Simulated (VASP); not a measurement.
# Zn2PtF6 (Fm-3m) in VASP: single point with PBE

Aim: the single point of Zn2PtF6 with PBE.

Program: VASP 6.6.1. These are calculated values, not measurements. Logs are shortened: lines on timing, memory, paths and dates and some standing lists are left out, and cuts for length are marked.

**1. The cell of the first run**

The structure is cubic, space group Fm-3m (No. 225). The conventional cell has a = 8.094 Å, b = 8.094 Å, c = 8.094 Å, α = 90.00°, β = 90.00°, γ = 90.00°. Zn (site symmetry -43m) has 12 F at 2.86 Å and 4 Pt at 3.50 Å within 3.8 Å. Pt (site symmetry m-3m) has 6 F at 1.96 Å within 2.6 Å. F (site symmetry 4mm) has 1 Pt at 1.96 Å within 2.6 Å.

The cell was built from a structure type or drawn by symmetry, and may not be a known phase.

**2. Single point, PBE**

The input, INCAR:

```
SYSTEM = Zn2PtF6
PREC = Accurate
ENCUT = 600
EDIFF = 1E-6
ISMEAR = 0
SIGMA = 0.1
LREAL = .FALSE.
LASPH = .TRUE.
NELM = 120
ALGO = Normal
ISIF = 2
LWAVE = .FALSE.
LCHARG = .TRUE.
GGA = PE
LELF = .TRUE.
LVHAR = .TRUE.
NBANDS = 52
GGA_COMPAT = .FALSE.
```

The input, KPOINTS:

```
regular mesh
0
G
  4 4 4
  0 0 0
```

The input, POSCAR:

```
Zn2PtF6
1.0
    0.0000000000      4.0470149061      4.0470149061
    4.0470149061      0.0000000000      4.0470149061
    4.0470149061      4.0470149061      0.0000000000
Zn Pt F
2 1 6
Direct
    0.2500000000      0.2500000000      0.2500000000
    0.7500000000      0.7500000000      0.7500000000
    0.0000000000      0.0000000000      0.0000000000
    0.2416630528      0.7583369472      0.2416630528
    0.2416630528      0.7583369472      0.7583369472
    0.7583369472      0.7583369472      0.2416630528
    0.7583369472      0.2416630528      0.2416630528
    0.2416630528      0.2416630528      0.7583369472
    0.7583369472      0.2416630528      0.7583369472
```

Potentials or basis: VASP PAW PBE potentials, release 64 (Zn, Pt_sv_GW, F).

Launch:

```sh
$ cat potpaw_PBE.64/Zn/POTCAR potpaw_PBE.64/Pt_sv_GW/POTCAR potpaw_PBE.64/F/POTCAR > POTCAR
$ mpirun -np 1 vasp_std > vasp.out
```

OUTCAR:

```text
SYSTEM = Zn2PtF6
   PREC = Accurate
   ENCUT = 600
   EDIFF = 1E-6
   ISMEAR = 0
   LREAL = .FALSE.
   LASPH = .TRUE.
   NELM = 120
   ISIF = 2
   GGA = PE

 ion  position               nearest neighbor table
   1  0.250  0.250  0.250-
   2  0.750  0.750  0.750-
   3  0.000  0.000  0.000-   4 1.96   5 1.96   6 1.96   7 1.96   8 1.96   9 1.96
   4  0.242  0.758  0.242-   3 1.96
   5  0.242  0.758  0.758-   3 1.96
   6  0.758  0.758  0.242-   3 1.96
   7  0.758  0.242  0.242-   3 1.96
   8  0.242  0.242  0.758-   3 1.96
   9  0.758  0.242  0.758-   3 1.96

  LATTYP: Found a face centered cubic cell.
 ALAT       =     8.0940298122

  Lattice vectors:

 A1 = (   0.0000000000,   4.0470149061,   4.0470149061)
 A2 = (   4.0470149061,   0.0000000000,   4.0470149061)
 A3 = (   4.0470149061,   4.0470149061,   0.0000000000)

Analysis of symmetry for initial positions (statically):
=====================================================================
 Subroutine PRICEL returns:
 Original cell was already a primitive cell.

 Routine SETGRP: Setting up the symmetry group for a
 face centered cubic supercell.

 Subroutine GETGRP returns: Found 48 space group operations
 (whereof 48 operations were pure point group operations)
 out of a pool of 48 trial point group operations.

The static configuration has the point symmetry O_h .

Analysis of symmetry for dynamics (positions and initial velocities):
=====================================================================
 Subroutine PRICEL returns:
 Original cell was already a primitive cell.

 Routine SETGRP: Setting up the symmetry group for a
 face centered cubic supercell.

 Subroutine GETGRP returns: Found 48 space group operations
 (whereof 48 operations were pure point group operations)
 out of a pool of 48 trial point group operations.

The dynamic configuration has the point symmetry O_h .

 Subroutine INISYM returns: Found 48 space group operations
 (whereof 48 operations are pure point group operations),
 and found     1 'primitive' translations

----------------------------------------------------------------------------------------

                                     Primitive cell

  volume of cell :     132.5667

  direct lattice vectors                    reciprocal lattice vectors
     0.000000000  4.047014906  4.047014906    -0.123547852  0.123547852  0.123547852
     4.047014906  0.000000000  4.047014906     0.123547852 -0.123547852  0.123547852
     4.047014906  4.047014906  0.000000000     0.123547852  0.123547852 -0.123547852

  length of vectors
     5.723343367  5.723343367  5.723343367     0.213991157  0.213991157  0.213991157

  position of ions in fractional coordinates (direct lattice)
     0.250000000  0.250000000  0.250000000
     0.750000000  0.750000000  0.750000000
     0.000000000  0.000000000  0.000000000
     0.241663053  0.758336947  0.241663053
     0.241663053  0.758336947  0.758336947
     0.758336947  0.758336947  0.241663053
     0.758336947  0.241663053  0.241663053
     0.241663053  0.241663053  0.758336947
     0.758336947  0.241663053  0.758336947

  ion indices of the primitive-cell ions
   primitive index   ion index
                 1           1
                 2           2
                 3           3
                 4           4
                 5           5
                 6           6
                 7           7
                 8           8
                 9           9

----------------------------------------------------------------------------------------

 KPOINTS: regular mesh

Automatic generation of k-mesh.
 Grid dimensions read from file:
 generate k-points for:    4    4    4

 Generating k-lattice:

  Cartesian coordinates                     Fractional coordinates (reciprocal lattice)
    -0.030886963  0.030886963  0.030886963     0.250000000  0.000000000  0.000000000
     0.030886963 -0.030886963  0.030886963     0.000000000  0.250000000  0.000000000
     0.030886963  0.030886963 -0.030886963     0.000000000  0.000000000  0.250000000

  Length of vectors
     0.053497789  0.053497789  0.053497789

  Shift w.r.t. Gamma in fractional coordinates (k-lattice)
     0.000000000  0.000000000  0.000000000

 Subroutine IBZKPT returns following result:
 ===========================================

 Found      8 irreducible k-points:

 Following reciprocal coordinates:
            Coordinates               Weight
  0.000000  0.000000  0.000000      1.000000
  0.250000  0.000000  0.000000      8.000000
  0.500000  0.000000  0.000000      4.000000
  0.250000  0.250000  0.000000      6.000000
  0.500000  0.250000  0.000000     24.000000
 -0.250000  0.250000  0.000000     12.000000
  0.500000  0.500000  0.000000      3.000000
 -0.250000  0.500000  0.250000      6.000000
   k-points           NKPTS =      8   k-points in BZ     NKDIM =      8   number of bands    NBANDS=     52
   number of dos      NEDOS =    301   number of ions     NIONS =      9
   total plane-waves  NPLWV = 110592
   dimension x,y,z NGX =    48 NGY =   48 NGZ =   48
   dimension x,y,z NGXF=    96 NGYF=   96 NGZF=   96
   ions per type =               2   1   6
   NGX,Y,Z   is equivalent  to a cutoff of  13.94, 13.94, 13.94 a.u.
   NGXF,Y,Z  is equivalent  to a cutoff of  27.89, 27.89, 27.89 a.u.
 SYSTEM =  Zn2PtF6
   PREC   = accura    normal or accurate (medium, high low for compatibility)
   ISTART =      0    job   : 0-new  1-cont  2-samecut
   ICHARG =      2    charge: 1-file 2-atom 10-const
   ISPIN  =      1    spin polarized calculation?
   LNONCOLLINEAR =      F non collinear calculations
   LSORBIT =      F    spin-orbit coupling
   LASPH  =      T    aspherical Exc in radial PAW
   ENCUT  =  600.0 eV  44.10 Ry    6.64 a.u.  11.43 11.43 11.43*2*pi/ulx,y,z
   NELM   =    120;   NELMIN=  2; NELMDL= -5     # of ELM steps
   EDIFF  = 0.1E-05   stopping-criterion for ELM
   LREAL  =      F    real-space projection
   EDIFFG = 0.1E-04   stopping-criterion for IOM
   NSW    =      0    number of steps for IOM
   IBRION =     -1    ionic relax: 0-MD 1-quasi-New 2-CG
   NFREE  =      0    steps in history (QN), initial steepest desc. (CG)
   ISIF   =      2    stress and relaxation
   ISYM   =      2    0-nonsym 1-usesym 2-fastsym
   POTIM  = 0.5000    time-step for ionic-motion
   TEBEG  =    0.0;   TEEND  =   0.0 temperature during run
   PSTRESS=    0.0 pullay stress
   NELECT =      84.0000    total number of electrons
   NUPDOWN=      -1.0000    fix difference up-down
   EMIN   =  10.00;   EMAX   =-10.00  energy-range for DOS
   EFERMI =   0.00;   METHOD = LEGACY
   ISMEAR =     0;   SIGMA  =   0.10  broadening in eV -4-tet -1-fermi 0-gaus
   EFERMI_NEDOS =   21; number of points for ismear=-14 and -15
   IALGO  =     38    algorithm
   IMIX   =      4    mixing-type and parameters
     AMIX     =   0.40;   BMIX     =  1.00
     AMIX_MAG =   1.60;   BMIX_MAG =  1.00
  volume/ion in A,a.u.               =      14.73        99.40
  Fermi-wavevector in a.u.,A,eV,Ry     =   1.406122  2.657186 26.901169  1.977180
  Thomas-Fermi vector in A             =   2.528515
   LORBIT       =      0    0 simple, 1 ext, 2 COOP (PROOUT), +10 PAW based schemes
   GGA     = PE    functional components
   LHFCALC =     F    Hartree Fock is set to
   AEXX    =    0.0000 exact exchange contribution
   IVDW    =     0    specifies the selected vdW correction
   LEPSILON=     F    determine dielectric tensor
   LRPA    =     F    only Hartree local field effects (RPA)
 non-spin polarized calculation
 Gauss-broadening in eV      SIGMA  =   0.10
  energy-cutoff  :      600.00
  volume of cell :      132.57
 maximum number of plane-waves:      4477
 NGX is ok and might be reduce to    48
   NGX = 23   NGY = 23   NGZ = 23

 number of electron      83.9999982 magnetization

 Free energy of the ion-electron system (eV)
  ---------------------------------------------------
  ext. energy  EPLUGINS =         0.00000000
  ---------------------------------------------------
  free energy    TOTEN  =       -29.31442785 eV

  energy without entropy =      -29.29451183  energy(sigma->0) =      -29.30446984

 E-fermi :   1.1442     XC(G=0):  -9.6233

 val. band max:        1.1095839395   @ k =   0.2500   0.0000   0.0000
 cond. band min:       1.2308124670   @ k =   0.2500   0.2500   0.0000
 fundamental gap:      0.1212285274
 Fermi energy:         1.1441600265

 k-point     1 :       0.0000    0.0000    0.0000
  band No.  band energies     occupation
      1     -99.7705      2.00000
      2     -53.8652      2.00000
      3     -53.8652      2.00000
      4     -53.8652      2.00000
      5     -23.0308      2.00000
      6     -22.5260      2.00000
[... 44 lines left out ...]
     51       8.7764      0.00000
     52       8.7764      0.00000

 k-point     2 :       0.2500    0.0000    0.0000
  band No.  band energies     occupation
      1     -99.7703      2.00000
      2     -53.8652      2.00000
      3     -53.8652      2.00000
      4     -53.8651      2.00000
      5     -22.9818      2.00000
      6     -22.5510      2.00000
[... 44 lines left out ...]
     51       8.0093      0.00000
     52       9.4978      0.00000

 k-point     3 :       0.5000    0.0000    0.0000
  band No.  band energies     occupation
      1     -99.7703      2.00000
      2     -53.8652      2.00000
      3     -53.8652      2.00000
      4     -53.8651      2.00000
      5     -22.9207      2.00000
      6     -22.5709      2.00000
[... 44 lines left out ...]
     51       7.3566      0.00000
     52       9.6899      0.00000

 k-point     4 :       0.2500    0.2500    0.0000
  band No.  band energies     occupation
      1     -99.7702      2.00000
      2     -53.8652      2.00000
      3     -53.8651      2.00000
      4     -53.8651      2.00000
      5     -22.9674      2.00000
      6     -22.5926      2.00000
[... 44 lines left out ...]
     51       8.6810      0.00000
     52       9.1041      0.00000

 k-point     5 :       0.5000    0.2500    0.0000
  band No.  band energies     occupation
      1     -99.7702      2.00000
      2     -53.8652      2.00000
      3     -53.8652      2.00000
      4     -53.8651      2.00000
      5     -22.9073      2.00000
      6     -22.6227      2.00000
[... 44 lines left out ...]
     51       8.1840      0.00000
     52       9.4831      0.00000

 k-point     6 :      -0.2500    0.2500    0.0000
  band No.  band energies     occupation
      1     -99.7701      2.00000
      2     -53.8651      2.00000
      3     -53.8651      2.00000
      4     -53.8651      2.00000
      5     -22.9254      2.00000
      6     -22.5928      2.00000
[... 44 lines left out ...]
     51       8.4907      0.00000
     52       9.5541      0.00000

 k-point     7 :       0.5000    0.5000    0.0000
  band No.  band energies     occupation
      1     -99.7702      2.00000
      2     -53.8652      2.00000
      3     -53.8652      2.00000
      4     -53.8651      2.00000
      5     -22.8954      2.00000
      6     -22.6435      2.00000
[... 44 lines left out ...]
     51       8.5457      0.00000
     52       9.2197      0.00000

 k-point     8 :      -0.2500    0.5000    0.2500
  band No.  band energies     occupation
      1     -99.7702      2.00000
      2     -53.8652      2.00000
      3     -53.8651      2.00000
      4     -53.8651      2.00000
      5     -22.8864      2.00000
      6     -22.6421      2.00000
[... 44 lines left out ...]
     51       8.4607      0.00000
     52       9.4841      0.00000

------------------------ aborting loop because EDIFF is reached ----------------------------------------

  FORCE on cell =-STRESS in cart. coord.  units (eV):
  Direction    XX          YY          ZZ          XY          YZ          ZX
  --------------------------------------------------------------------------------------
  -------------------------------------------------------------------------------------
  Total        0.1341927      0.1341927      0.1341927     -0.0000000     -0.0000000      0.0000000
  in kB        1.6218290      1.6218290      1.6218290     -0.0000000     -0.0000000      0.0000000
  external PRESSURE =       1.6218290 kB  Pullay stress =       0.0000000 kB

 VOLUME and BASIS-vectors are now :
 -----------------------------------------------------------------------------
  energy-cutoff  :      600.00
  volume of cell :      132.57
      direct lattice vectors                 reciprocal lattice vectors
     0.000000000  4.047014906  4.047014906    -0.123547852  0.123547852  0.123547852
     4.047014906  0.000000000  4.047014906     0.123547852 -0.123547852  0.123547852
     4.047014906  4.047014906  0.000000000     0.123547852  0.123547852 -0.123547852

 POSITION                                       TOTAL-FORCE (eV/Angst)
 -----------------------------------------------------------------------------------
      2.02351      2.02351      2.02351        -0.000000      0.000000      0.000000
      6.07052      6.07052      6.07052        -0.000000      0.000000      0.000000
      0.00000      0.00000      0.00000        -0.000000      0.000000      0.000000
      4.04701      1.95603      4.04701        -0.000000      0.086792      0.000000
      6.13800      4.04701      4.04701        -0.086792      0.000000      0.000000
      4.04701      4.04701      6.13800        -0.000000      0.000000     -0.086792
      1.95603      4.04701      4.04701         0.086792      0.000000      0.000000
      4.04701      4.04701      1.95603        -0.000000      0.000000      0.086792
      4.04701      6.13800      4.04701        -0.000000     -0.086792      0.000000
 -----------------------------------------------------------------------------------
    total drift:                               -0.000000     -0.000000      0.000000

  FREE ENERGIE OF THE ION-ELECTRON SYSTEM (eV)
  ---------------------------------------------------
  free  energy   TOTEN  =       -29.3144278455 eV

  energy  without entropy=      -29.2945118343  energy(sigma->0) =      -29.30446984
```

Wall time 86 s (1 thread of Intel Xeon Platinum 8488C (Sapphire Rapids), shared host); peak memory 0.36 GiB.

What came out:

| Quantity | Value |
| --- | --- |
| Free energy | -29.3144 eV |
| Pressure | 0.2 GPa |
| Largest force | 0.087 eV/Å |
| Band gap on the k mesh | zero (bands 42 and 43 overlap by 0.63 eV) |

Forces in eV/Å, atoms in the order of the input:
```
Zn   0.000  0.000  0.000
Zn   0.000  0.000  0.000
Pt   0.000  0.000  0.000
F    0.000  0.087  0.000
F   -0.087  0.000  0.000
F    0.000  0.000 -0.087
F    0.087  0.000  0.000
F    0.000  0.000  0.087
F    0.000 -0.087  0.000
```

Caveat: spin-orbit coupling is left out, which moves the levels of the heavy elements.
